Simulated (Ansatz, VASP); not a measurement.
One calculation of Sn, two programs

```xyz
2
Lattice="0.0000 3.2347 3.2347 3.2347 0.0000 3.2347 3.2347 3.2347 0.0000" Properties=species:S:1:pos:R:3 pbc="T T T"
Sn    3.2347    3.2347    3.2347
Sn    4.8521    4.8521    4.8521
```

Change from the starting cell: volume scaled by 0.99.

Alike in both runs: task single point; functional PBE; k mesh 9 × 9 × 9; occupations fermi-dirac, width 0.03 eV; no spin polarisation.

|  | VASP | Ansatz |
| --- | --- | --- |
| version | VASP 6.6.1 | Ansatz 0.2.0 |
| potentials or method | VASP PAW PBE potentials, release 64 (Sn_d), cutoff 520 eV | all-electron LAPW, scalar-relativistic |

```csv
,VASP,Ansatz,Ansatz less VASP
pressure (GPa),3.7,3.7,+0.05
```

Ansatz ran all-electron here, and VASP with PAW potentials.
